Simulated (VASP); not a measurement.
# TaN: single point with r2SCAN

TaN:

```
CELL_PARAMETERS angstrom
5.10333 0.00000 0.00000
-2.55166 4.41961 0.00000
0.00000 0.00000 2.87795
ATOMIC_POSITIONS crystal
Ta 0.00000 0.00000 0.00000
Ta 0.33333 0.66667 0.50000
Ta 0.66667 0.33333 0.50000
N 0.50000 0.00000 0.00000
N 0.50000 0.50000 0.00000
N 0.00000 0.50000 0.00000
```

```json
{"Program": "VASP 6.6.1", "Task": "single point", "Functional": "r2SCAN", "Potentials or basis": "VASP PAW PBE potentials, release 64 (Ta_pv, N)", "Cutoff": "520 eV", "k mesh": "9 × 9 × 12", "Occupations": "gaussian, width 0.1 eV", "Spin": "no spin polarisation"}
```

The pressure is 23.1 GPa and the band gap on the k mesh is zero (bands 24 and 25 overlap by 2.35 eV).

Stress tensor (GPa, compression positive):
```
22.99  0.00  0.00
 0.00 22.99  0.00
 0.00  0.00 23.34
```

Levels at points of the mesh, in eV from the Fermi level:
```csv
k point,band 20,band 21,band 22,band 23,band 24,band 25,band 26,band 27,band 28,band 29
"(0.00, 0.00, 0.00)",-3.39,-3.39,-2.88,-2.26,-1.28,-1.28,0.83,0.83,1.73,2.42
"(0.00, 0.00, 0.50)",-4.25,-3.51,-3.51,-2.25,1.07,1.07,1.37,2.32,2.76,2.76
```

Wall time 4.7 min on 1 thread of Intel(R) Xeon(R) 6975P-C (Granite Rapids), on a shared host, peak memory 0.29 GiB.

Caveat: the cell stands under pressure; the PAW data sets were made with another functional, which shifts forces and pressure a little; spin-orbit coupling is left out, which moves the levels of the heavy elements.
